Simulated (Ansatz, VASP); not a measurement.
**Two plane-wave programs on MnS**

Contents of INCAR:

```
SYSTEM = MnS
PREC = Accurate
ENCUT = 520
EDIFF = 1E-6
ISMEAR = 0
SIGMA = 0.05
LREAL = .FALSE.
LASPH = .TRUE.
NELM = 150
ALGO = Normal
ISIF = 2
LWAVE = .FALSE.
LCHARG = .FALSE.
ISPIN = 2
MAGMOM = 5 5 0 0
LORBIT = 11
LMAXMIX = 4
GGA = PE
NBANDS = 31
```

Contents of KPOINTS:

```
Automatic mesh
0
G
  8 8 6
  0 0 0
```

POSCAR

```
MnS
1.0
    0.0000000000      2.8223248450     -2.8223248450
    0.0000000000      2.8223248450      2.8223248450
    5.6446496900      0.0000000000      0.0000000000
Mn S
2 2
Direct
    0.0000000000      0.0000000000      0.0000000000
    0.5000000000      0.5000000000      0.5000000000
    0.0000000000      0.5000000000      0.2500000000
    0.5000000000      1.0000000000      0.7500000000
```

Input for Ansatz:

```yaml
crystal:
  lattice:
    - [0.0, 2.822324845, -2.822324845]
    - [0.0, 2.822324845, 2.822324845]
    - [5.64464969, 0.0, 0.0]
  atoms:
    - { symbol: Mn, position: [0.0, 0.0, 0.0], spin: 5.0 }
    - { symbol: S, position: [0.0, 0.5, 0.25] }
    - { symbol: Mn, position: [0.5, 0.5, 0.5], spin: 5.0 }
    - { symbol: S, position: [0.5, 1.0, 0.75] }
basis:
  ecutwfc: 420
  ecutrho_ratio: 4
kpoints:
  mp_grid: { grid: [8, 8, 6] }
hamiltonian:
  xc: pbe
scf:
  occupations: { method: gaussian, width: 0.05 }
  lower_state_search: "off"
output:
  forces: true
  stress: true
  eigenvalues: true
  populations: true
magnetization:
  spin_polarized: true
```

Alike in both runs: task single point; functional PBE; k mesh 8 × 8 × 6; occupations gaussian, width 0.05 eV; collinear spin.

```csv
,VASP,Ansatz
version,VASP 6.6.1,Ansatz 0.2.0
potentials or method,"VASP PAW PBE potentials, release 64 (Mn_pv, S), cutoff 520 eV","scalar-relativistic, plane waves, PAW"
valence electrons in the cell,38,42
```

|  | VASP | Ansatz | Ansatz less VASP |
| --- | --- | --- | --- |
| gap on the k mesh at the Fermi level (eV) | none | none | - |
| pressure (GPa) | 0.1 | 0.1 | -0.04 |
| net moment per atom (μB) | 2.49 | 2.49 | 0.000 |
| size of the moment on the site where the two differ most (μB) | 4.37 | 4.22 | -0.158 |

Site moments also hang on the region over which each program counts them. A gap of «none» marks a metal or a gap that the smearing closes. The functional is the same, so the differences come from potentials, cutoffs and numerics. VASP's potentials hold 38 valence electrons a cell and Ansatz's 42, so a difference there can come from the potentials and not from the codes.
